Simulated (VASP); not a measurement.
Be2Si, 6 atoms in the cell. It takes space group Immm (No. 71, orthorhombic). Conventional cell: a = 3.728 Å, b = 3.790 Å, c = 5.221 Å, α = 90.00°, β = 90.00°, γ = 90.00°. Be (site symmetry mm2) has 4 Si at 2.28 to 2.29 Å and 6 Be at 2.58 to 2.66 Å within 3.0 Å. Within 3.0 Å of Si (site symmetry mmm) lie 8 Be at 2.28 to 2.29 Å. 

* Program: VASP 6.6.1
* Task: single point
* Functional: PBE
* Potentials or basis: VASP PAW PBE potentials, release 64 (Be, Si)
* Cutoff: 520 eV
* k mesh: 4 × 4 × 6
* Occupations: gaussian, width 0.1 eV
* Spin: no spin polarisation
* Dipole correction: no
* Further INCAR settings: ALGO = Normal; EDIFF = 1e-06; NBANDS = 17

Potentials or basis: VASP PAW PBE potentials, release 64 (Be, Si).

Launch:

```bash
$ cat potpaw_PBE.64/Be/POTCAR potpaw_PBE.64/Si/POTCAR > POTCAR
$ mpirun -np 1 vasp_std > vasp.out
```

Hardware: 1 thread of Intel(R) Xeon(R) 6975P-C (Granite Rapids) (shared host).

**Question.** Estimate the wall time of this run.

**Answer.** It took 13 s on 1 thread of Intel(R) Xeon(R) 6975P-C (Granite Rapids), with other jobs on the host, peak memory 0.19 GiB. Counts: scf iterations 11, k points 36.
